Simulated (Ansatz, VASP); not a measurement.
## Two plane-wave programs on Mg2Ti3O3

```xyz
8
Lattice="4.8772 0.0000 0.0000 0.0000 4.8772 0.0000 0.0000 0.0000 4.8772" Properties=species:S:1:pos:R:3 pbc="T T T"
Mg    2.4386    2.4386    2.4386
Mg    0.0000    0.0000    0.0000
Ti    2.4386    0.0000    0.0000
Ti    0.0000    2.4386    0.0000
Ti    0.0000    0.0000    2.4386
O     0.0000    2.4386    2.4386
O     2.4386    0.0000    2.4386
O     2.4386    2.4386    0.0000
```

Alike in both runs: task relaxation of cell and atoms; functional PBE; k mesh 3 × 3 × 3; occupations gaussian, width 0.2 eV; collinear spin.

|  | VASP | Ansatz |
| --- | --- | --- |
| version | VASP 6.6.1 | Ansatz 0.2.0 |
| potentials or method | VASP PAW PBE potentials, release 64 (Mg, Ti_sv, O), cutoff 600 eV | scalar-relativistic, plane waves, PAW |
| valence electrons in the cell | 58 | 74 |

Ansatz gave:

| Item | Value |
| --- | --- |
| gap on the k mesh at the Fermi level, each at its own relaxed structure (eV) | none |
| net moment per atom (μB) | 0.00 |
| relaxed volume (Å³/atom) | 12.33 |
| relaxed length of the cell vector where the two differ most in proportion (Å) | 4.620 |

Q: What did VASP give for the same quantities?

A: gap on the k mesh at the Fermi level, each at its own relaxed structure (eV): none; net moment per atom (μB): 0.00; relaxed volume (Å³/atom): 12.34; relaxed length of the cell vector where the two differ most in proportion (Å): 4.622.

A gap of «none» marks a metal or a gap that the smearing closes. VASP's potentials hold 58 valence electrons a cell and Ansatz's 74, so a difference there can come from the potentials and not from the codes. Ansatz's warnings: seeded moment not kept.

The k mesh is coarse, so the values compare programs but aren't converged.
